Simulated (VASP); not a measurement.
AlN, 4 atoms in the cell. It takes space group P6_3/mmc (No. 194, hexagonal). Conventional cell: a = 3.242 Å, b = 3.242 Å, c = 4.017 Å, α = 90.00°, β = 90.00°, γ = 120.00°. Al (site symmetry -6m2) has 5 N at 1.87 to 2.01 Å within 2.5 Å. N (site symmetry -6m2) has 5 Al at 1.87 to 2.01 Å within 2.5 Å. 

- Program: VASP 6.6.1
- Task: single point
- Functional: PBEsol
- Potentials or basis: VASP PAW PBE potentials, release 64 (Al, N)
- Cutoff: 520 eV
- k mesh: 9 × 9 × 6
- Occupations: gaussian, width 0.05 eV
- Spin: no spin polarisation
- Dipole correction: no
- Further INCAR settings: ALGO = Normal; EDIFF = 1e-06; NBANDS = 16

Potentials or basis: VASP PAW PBE potentials, release 64 (Al, N).

Run with:

```bash
$ cat potpaw_PBE.64/Al/POTCAR potpaw_PBE.64/N/POTCAR > POTCAR
$ mpirun -np 1 vasp_std > vasp.out
```

Hardware: 1 thread of Intel(R) Xeon(R) 6975P-C (Granite Rapids) (shared host).

**Question.** Estimate the wall time of this run.

**Answer.** Run time: 11 s on 1 thread of Intel(R) Xeon(R) 6975P-C (Granite Rapids), with other jobs on the host, peak memory 0.14 GiB. Counts: scf iterations 13, k points 48.
